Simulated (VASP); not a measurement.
## Si20NiH8: single point with PBE

Slab: Si20NiH8, a slab with vacuum.

```
H Si Ni
1.0
     7.67918    0.00000    0.00000
     0.00000    7.67918    0.00000
     0.00000    0.00000   17.25550
H Si Ni
8 20 1
Direct
  0.40939 0.00000 0.05795
  0.09061 0.00000 0.05795
  0.90939 0.00000 0.05795
  0.59061 0.00000 0.05795
  0.40939 0.50000 0.05795
  0.09061 0.50000 0.05795
  0.90939 0.50000 0.05795
  0.59061 0.50000 0.05795
  0.25000 0.00000 0.10811
  0.75000 0.00000 0.10811
  0.25000 0.50000 0.10811
  0.75000 0.50000 0.10811
  0.21655 0.25630 0.20034
  0.75532 0.26947 0.19583
  0.27456 0.74778 0.19404
  0.76608 0.74729 0.18712
  0.98588 0.20837 0.29742
  0.47028 0.28198 0.26777
  0.99440 0.75108 0.27167
  0.53928 0.81248 0.27319
  0.81751 0.97521 0.34883
  0.44205 0.04516 0.34517
  0.05626 0.46419 0.34103
  0.61168 0.57287 0.35078
  0.32376 0.17795 0.44689
  0.64511 0.17693 0.45837
  0.32880 0.45217 0.37695
  0.81243 0.43558 0.45730
  0.99696 0.13413 0.44105
```

```
Program                : VASP 6.6.1
Task                   : single point
Functional             : PBE
Potentials or basis    : VASP PAW PBE potentials, release 64 (H, Si, Ni)
Cutoff                 : 520 eV
k mesh                 : 1 × 1 × 1
Occupations            : fermi-dirac, width 0.02 eV
Spin                   : collinear spin, ferromagnetic start
Starting moments       : [0.0, 0.0, 0.0, 0.0, 0.0, 0.0, 0.0, 0.0, 0.0, 0.0, 0.0, 0.0, 0.0, 0.0, 0.0, 0.0, 0.0, 0.0, 0.0, 0.0, 0.0, 0.0, 0.0, 0.0, 0.0, 0.0, 0.0, 0.0, 1.0] μB
Dipole correction      : no
Further INCAR settings : LREAL = Auto; ALGO = Normal; EDIFF = 1e-06; NBANDS = 73
```

* Largest force: 3.037 eV/Å
* Band gap on the k mesh: 0.43 eV
* Net moment: 0.00 μB per cell
* Valence electrons inside the program's atomic spheres: H 0.59; Si 1.70, 1.75, 1.64, 1.61, 1.62, 1.72, 1.66, 1.55, 1.69, 1.68, 1.58, 1.63, 1.57, 1.56; Ni 9.07

Forces on the atoms (eV/Å):
```
H   -0.953  0.257  0.144
H    0.882 -0.139  0.144
H   -0.928  0.278  0.052
H    0.909 -0.030  0.246
H   -0.900 -0.300  0.191
H    0.977  0.342  0.047
H   -0.949  0.049  0.065
H    0.921 -0.103  0.141
Si   0.027  0.006  1.147
Si   0.468  0.662  0.887
Si  -0.398 -0.164  1.173
Si   0.018  0.349  0.317
Si   0.032 -0.759 -1.686
Si  -0.794 -0.990 -0.217
Si  -0.726  0.767  0.158
Si  -0.296  0.678 -0.819
Si  -0.959 -0.944 -1.154
Si   1.105  0.589  0.076
Si   1.393 -0.914  0.195
Si  -0.975 -0.934 -0.471
Si   0.656 -0.046  0.197
Si   1.627 -0.318 -1.738
Si  -1.859  2.402 -0.004
Si  -0.721 -1.206  1.201
Si  -1.164  0.530  1.443
Si   0.821 -0.666 -0.053
Si   2.359 -0.381  0.167
Si   0.060  0.694 -1.353
Ni  -0.635  0.293 -0.497
```

Levels at points of the mesh, in eV from the valence-band top:
Spin up:
```csv
k point,band 45,band 46,band 47,band 48,band 49,band 50,band 51,band 52,band 53,band 54
"(0.00, 0.00, 0.00)",-0.70,-0.63,-0.37,-0.21,0.00,0.43,0.49,0.68,1.01,1.33
```
Spin down:
| k point | band 45 | band 46 | band 47 | band 48 | band 49 | band 50 | band 51 | band 52 | band 53 | band 54 |
| --- | --- | --- | --- | --- | --- | --- | --- | --- | --- | --- |
| (0.00, 0.00, 0.00) | -0.70 | -0.63 | -0.37 | -0.21 | 0.00 | 0.43 | 0.49 | 0.68 | 1.01 | 1.33 |

Run time: 11 min on 1 thread of Intel(R) Xeon(R) Platinum 8488C (Sapphire Rapids), on a shared host, peak memory 1.2 GiB.

Caveat: the k points lie up to 0.82 Å⁻¹ apart.
